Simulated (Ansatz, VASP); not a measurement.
# Ge in VASP and in Ansatz

```
Ge
1.0
     0.00000    2.75805    2.89949
     2.75805    0.00000    2.89949
     2.75805    2.75805    0.00000
Ge
2
Direct
  0.50000 0.50000 0.50000
  0.75000 0.75000 0.75000
```

Change from the starting cell: strain -0.025 along x and y, +0.025 along z, atoms carried along.

Alike in both runs: task single point; functional PBE; k mesh 14 × 14 × 14; occupations gaussian, width 0.15 eV; no spin polarisation.

```csv
,VASP,Ansatz
version,VASP 6.6.1,Ansatz 0.2.0
potentials or method,"VASP PAW PBE potentials, release 64 (Ge_d), cutoff 520 eV","scalar-relativistic, plane waves, PAW"
valence electrons in the cell,28,28
```

VASP gave:

```
gap on the k mesh at the Fermi level (eV)                     : 0.07
least direct gap on the mesh (eV)                             : 0.11
pressure (GPa)                                                : 5.7
traceless stress, the component that is largest in VASP (GPa) : -2.62
```

What did Ansatz give for the same quantities?

gap on the k mesh at the Fermi level (eV): 0.07; least direct gap on the mesh (eV): 0.10; pressure (GPa): 5.7; traceless stress, the component that is largest in VASP (GPa): -2.61.
